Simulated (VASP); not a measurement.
Write the native input for VASP 6.6.1 that does the following.

```
Task                   : single point
Functional             : r2SCAN
Potentials or basis    : VASP PAW PBE potentials, release 64 (Ga_d, P)
Cutoff                 : 520 eV
k mesh                 : 10 × 10 × 10
Occupations            : gaussian, width 0.05 eV
Spin                   : no spin polarisation
Dipole correction      : no
Further INCAR settings : ALGO = Normal; EDIFF = 1e-07; NBANDS = 16
```

The system is GaP.

```xyz
2
Lattice="0.0000 2.5646 3.0775 2.5646 0.0000 3.0775 2.5646 2.5646 0.0000" Properties=species:S:1:pos:R:3 pbc="T T T"
Ga    0.0000    0.0000    0.0000
P     3.8468    3.8468    4.6162
```

This cell differs from its parent crystal: ratio of the length along z to the lengths across it x 1.2, volume and fractional coordinates fixed.

These files were run (other wordings do the same):

POSCAR

```
GaP
1.0
    0.0000000000      2.5645584377      3.0774701252
    2.5645584377      0.0000000000      3.0774701252
    2.5645584377      2.5645584377      0.0000000000
Ga P
1 1
Direct
    0.0000000000      0.0000000000      0.0000000000
    0.7500000000      0.7500000000      0.7500000000
```

INCAR.step1

```
SYSTEM = GaP
ALGO = Normal
EDIFF = 1E-4
ENCUT = 520
GGA = PE
ISMEAR = 0
LASPH = .TRUE.
LCHARG = .FALSE.
LREAL = .FALSE.
LWAVE = .TRUE.
NBANDS = 16
NELM = 80
PREC = Accurate
SIGMA = 0.05
```

INCAR.step2

```
SYSTEM = GaP
ALGO = Normal
EDIFF = 1E-7
ENCUT = 520
ISIF = 2
ISMEAR = 0
ISTART = 1
LASPH = .TRUE.
LCHARG = .FALSE.
LMIXTAU = .TRUE.
LREAL = .FALSE.
LWAVE = .FALSE.
METAGGA = R2SCAN
NBANDS = 16
NELM = 80
PREC = Accurate
SIGMA = 0.05
```

KPOINTS

```
k-points
0
G
  10 10 10
  0 0 0
```

Potentials or basis: VASP PAW PBE potentials, release 64 (Ga_d, P).

Launch:

```sh
$ cat potpaw_PBE.64/Ga_d/POTCAR potpaw_PBE.64/P/POTCAR > POTCAR
$ cp INCAR.step1 INCAR
$ mpirun -np 1 vasp_std > vasp.out
$ cp INCAR.step2 INCAR
$ mpirun -np 1 vasp_std > vasp.out
```

Results of the run:

```yaml
Pressure: -0.5 GPa
Band_gap_on_the_k_mesh: 0.83 eV (least direct gap 1.46 eV)
```

Caveat: the stress differs along the axes, from -14 to 6 GPa; the PAW data sets were made with another functional, which shifts forces and pressure a little.

Run time: 2.1 min on 1 thread of AMD EPYC 9R45 96-Core Processor (Zen 5), with other jobs on the host, peak memory 0.18 GiB.
